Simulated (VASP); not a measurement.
A run of VASP 6.6.1:

INCAR

```
PREC = Accurate
ENCUT = 520
EDIFF = 1E-6
ISMEAR = 0
SIGMA = 0.05
LREAL = Auto
LASPH = T
NELM = 60
ALGO = Normal
ISIF = 2
LWAVE = F
LCHARG = F
GGA = CA
NBANDS = 57
```

Contents of KPOINTS:

```
regular mesh
0
Gamma
  2 2 1
```

POSCAR

```
C19O
1.0
    7.3980000000      0.0000000000      0.0000000000
   -3.6990000000      6.4068560000      0.0000000000
    0.0000000000      0.0000000000     12.0000000000
C O
19 1
Direct
    0.0025423924      0.0019969233      0.0739881667
    0.2236485837      0.1125461537      0.0738108333
    0.0028175455      0.3333788055      0.0739770833
    0.2234075692      0.4437199775      0.0739772500
    0.0006292094      0.6665144339      0.0739139167
    0.2255970733      0.7789748981      0.0738120833
    0.3361263599      0.0000853773      0.0736757500
    0.5567703808      0.1103599020      0.0738615000
    0.3339811801      0.3331791756      0.0739558333
    0.5589488831      0.4456685151      0.0739775000
    0.3359539250      0.6687123919      0.0739778333
    0.5569837305      0.7792664608      0.0740180833
    0.6672510343     -0.0002256957      0.0739845833
    0.8922333273      0.1123109369      0.0740057500
    0.6692170173      0.3353407662      0.0739187500
    0.8903401338      0.4458692376      0.0739739167
    0.6694579824      0.6667510554      0.0740400833
    0.8900628876      0.7770419688      0.0740129167
    0.3991467155      0.9109814549      0.3093761667
    0.3013804130      0.9566002420      0.3614081667
```

Potentials or basis: VASP PAW LDA potentials, release 64 (C, O).

Run with:

```bash
$ cat potpaw_LDA.64/C/POTCAR potpaw_LDA.64/O/POTCAR > POTCAR
$ mpirun -np 1 vasp_std > vasp.out
```

Hardware: 1 thread of AMD EPYC 9R45 96-Core Processor (Zen 5), on a shared host.

Q: How long does it take, and how much memory?

A: It took 3 min on 1 thread of AMD EPYC 9R45 96-Core Processor (Zen 5), on a shared host, peak memory 0.43 GiB. Counts: scf iterations 22, k points 4.
